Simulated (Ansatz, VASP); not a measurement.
# Ag: VASP beside Ansatz

```
CELL_PARAMETERS angstrom
2.75145 0.00000 0.00000
0.00000 2.75145 0.00000
0.00000 0.00000 2.75145
ATOMIC_POSITIONS crystal
Ag 0.00000 0.00000 0.00000
```

Alike in both runs: task single point; functional PBEsol; k mesh 12 × 12 × 12; occupations fermi-dirac, width 0.05 eV; no spin polarisation.

```csv
,VASP,Ansatz
version,VASP 6.6.1,Ansatz 0.2.0
potentials or method,"VASP PAW PBE potentials, release 64 (Ag), cutoff 520 eV","all-electron LAPW, scalar-relativistic"
```

|  | VASP | Ansatz | Ansatz less VASP |
| --- | --- | --- | --- |
| pressure (GPa) | -5.3 | -5.2 | +0.10 |

VASP's potentials were made for PBE, not for PBEsol. Ansatz ran all-electron here, and VASP with PAW potentials.
